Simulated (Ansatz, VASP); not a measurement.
**One calculation of SnO, two programs**

```
Sn O
1.0
     3.82016    0.00000    0.00000
     0.00000    3.82016    0.00000
     0.00000    0.00000   22.22608
Sn O
4 4
Direct
  0.75000 0.25000 0.20246
  0.25000 0.75000 0.30878
  0.37500 0.25000 0.50000
  0.87500 0.75000 0.60632
  0.25000 0.25000 0.25562
  0.75000 0.75000 0.25562
  0.87500 0.25000 0.55316
  0.37500 0.75000 0.55316
```

Alike in both runs: task single point; functional PBE; dispersion D3(BJ); k mesh 7 × 7 × 1; occupations gaussian, width 0.05 eV; no spin polarisation.

|  | VASP | Ansatz |
| --- | --- | --- |
| version | VASP 6.6.1 | Ansatz 0.2.0 |
| potentials or method | VASP PAW PBE potentials, release 64 (Sn_d, O), cutoff 520 eV | scalar-relativistic, plane waves, PAW |
| valence electrons in the cell | 80 | 80 |

```tsv
	VASP	Ansatz	Ansatz less VASP
gap on the k mesh at the Fermi level (eV)	2.55	2.56	+0.007
least direct gap on the mesh (eV)	2.58	2.63	+0.043
rms of the force components (eV/Å)	0.050	0.017	-0.0329
```
